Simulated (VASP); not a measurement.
LiH, 2 atoms in the cell. The structure is cubic, space group Fm-3m (No. 225). Conventional cell: a = 4.081 Å, b = 4.081 Å, c = 4.081 Å, α = 90.00°, β = 90.00°, γ = 90.00°. Within 2.7 Å of Li (site symmetry m-3m) lie 6 H at 2.04 Å. Within 2.7 Å of H (site symmetry m-3m) lie 6 Li at 2.04 Å. 

```yaml
Program: VASP 6.6.1
Task: relaxation of the atoms
Functional: r2SCAN
Potentials_or_basis: VASP PAW PBE potentials, release 64 (Li_sv, H)
Cutoff: 520 eV
k_mesh: 12 × 12 × 12
Occupations: fermi-dirac, width 0.02 eV
Spin: no spin polarisation
Dipole_correction: no
Further_INCAR_settings: ALGO = Normal; EDIFF = 1e-06; IBRION = 2; EDIFFG = -0.01; NSW = 50
```

Potentials or basis: VASP PAW PBE potentials, release 64 (Li_sv, H).

Run with:

```bash
$ cat potpaw_PBE.64/Li_sv/POTCAR potpaw_PBE.64/H/POTCAR > POTCAR
$ cp INCAR.step1 INCAR
$ mpirun -np 1 vasp_std > vasp.out
$ cp INCAR.step2 INCAR
$ mpirun -np 1 vasp_std > vasp.out
```

Hardware: 1 thread of Oxide Virtual Turin-like Processor, with other jobs on the host.

Task: Estimate the wall time of this run.

Result: Wall time 54 s on 1 thread of Oxide Virtual Turin-like Processor (shared host), peak memory 0.1 GiB. Counts: k points 72, ion steps 1.
